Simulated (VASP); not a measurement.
Here is a VASP 6.6.1 calculation.

File INCAR:

```
PREC     = Accurate       # precision mode
ENCUT    = 500            # plane-wave cutoff, eV
EDIFF    = 1E-6           # SCF threshold, eV
ISMEAR   = 0              # smearing method
SIGMA    = 0.1            # smearing width, eV
LREAL    = False          # projectors in reciprocal space
LASPH    = True           # aspherical terms in the spheres
NELM     = 120            # most SCF steps
ALGO     = Normal         # electronic algorithm
ISIF     = 2              # what is computed and relaxed
LWAVE    = False          # write WAVECAR
LCHARG   = False          # write CHGCAR
GGA      = PE             # functional
NBANDS   = 34             # bands
GGA_COMPAT= False
```

File KPOINTS:

```
Automatic mesh
0
Gamma
  4 4 4
```

The input POSCAR:

```
CaZnBr4
1.0
    4.8254521600     -4.8671565300      0.0000000000
    4.8254521600      4.8671565300      0.0000000000
    0.0000000000      0.0000000000      4.3185906800
Ca Zn Br
1 1 4
Direct
    0.5000000000      0.5000000000      0.5000000000
    0.0000000000      0.0000000000      0.0000000000
    0.7958980100      0.2041019900      0.5000000000
    0.3072359900      0.3072359900      0.0000000000
    0.6927640100      0.6927640100      0.0000000000
    0.2041019900      0.7958980100      0.5000000000
```

Potentials or basis: VASP PAW PBE potentials, release 64 (Ca_sv, Zn, Br).

Launch:

```sh
$ cat potpaw_PBE.64/Ca_sv/POTCAR potpaw_PBE.64/Zn/POTCAR potpaw_PBE.64/Br/POTCAR > POTCAR
$ mpirun -np 1 vasp_std > vasp.out
```

**Question.** Estimate the band gap on the k mesh.

**Answer.** 1.24 eV.

**Question.** What does it give for the pressure?

**Answer.** -2.3 GPa.

**Question.** Estimate the largest force.

**Answer.** 1.291 eV/Å.

Forces on the atoms (eV/Å):
```
Ca   0.000  0.000  0.000
Zn   0.000  0.000  0.000
Br   0.000 -1.291  0.000
Br  -0.825  0.000  0.000
Br   0.825  0.000  0.000
Br   0.000  1.291  0.000
```

Caveat: forces of over 1 eV/Å act on the atoms, so gaps and moduli don't describe the material at rest. A k mesh can miss the band edges.
